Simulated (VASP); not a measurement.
Write the native input for VASP 6.6.1 that does the following.

| Property | Result |
| --- | --- |
| Task | single point |
| Functional | PBE |
| Potentials or basis | VASP PAW PBE potentials, release 64 (Pb_d, Te) |
| Cutoff | 520 eV |
| k mesh | 6 × 6 × 6 |
| Occupations | gaussian, width 0.05 eV |
| Spin | non-collinear spin, zero start, spin-orbit coupling |
| Starting moments | [[0.0, 0.0, 0.0], [0.0, 0.0, 0.0]] μB |
| Dipole correction | no |
| Further INCAR settings | ALGO = Normal; EDIFF = 1e-07; NBANDS = 32 |

The structure of TePb lies in POSCAR:

```
TePb
1.0
    0.0000000000      3.2803826274      3.2803826274
    3.2803826274      0.0000000000      3.2803826274
    3.2803826274      3.2803826274      0.0000000000
Pb Te
1 1
Direct
    0.4695157513      0.5304842487      0.5304842487
    0.0000000000      0.0000000000      0.0000000000
```

This cell differs from its parent crystal: atom 1 (Pb) moved 0.2 Å along x.

One way to write it, as run:

INCAR

```
ALGO = Normal
EDIFF = 1E-7
ENCUT = 520
GGA = PE
GGA_COMPAT = F
ISIF = 2
ISMEAR = 0
LASPH = T
LCHARG = F
LORBIT = 11
LORBMOM = T
LREAL = F
LSORBIT = T
LWAVE = F
MAGMOM = 0 0 0 0 0 0
NBANDS = 32
NELM = 150
PREC = Accurate
SIGMA = 0.05
```

KPOINTS

```
k-points
0
Gamma
  6 6 6
```

Potentials or basis: VASP PAW PBE potentials, release 64 (Pb_d, Te).

Run with:

```console
$ cat potpaw_PBE.64/Pb_d/POTCAR potpaw_PBE.64/Te/POTCAR > POTCAR
$ mpirun -np 1 vasp_ncl > vasp.out
```

It gave:

- Pressure: 0.5 GPa
- Largest force: 0.046 eV/Å
- Net moment: 0.00 μB per cell
- Valence electrons inside the program's atomic spheres: Pb 11.88; Te 3.37

Caveat: the cell differs from its parent crystal (atom 1 (Pb) moved 0.2 Å along x).

It took 6.1 min on 1 thread of Intel(R) Xeon(R) Platinum 8259CL CPU @ 2.50GHz (Skylake/Cascade Lake), with other jobs on the host, peak memory 0.48 GiB.
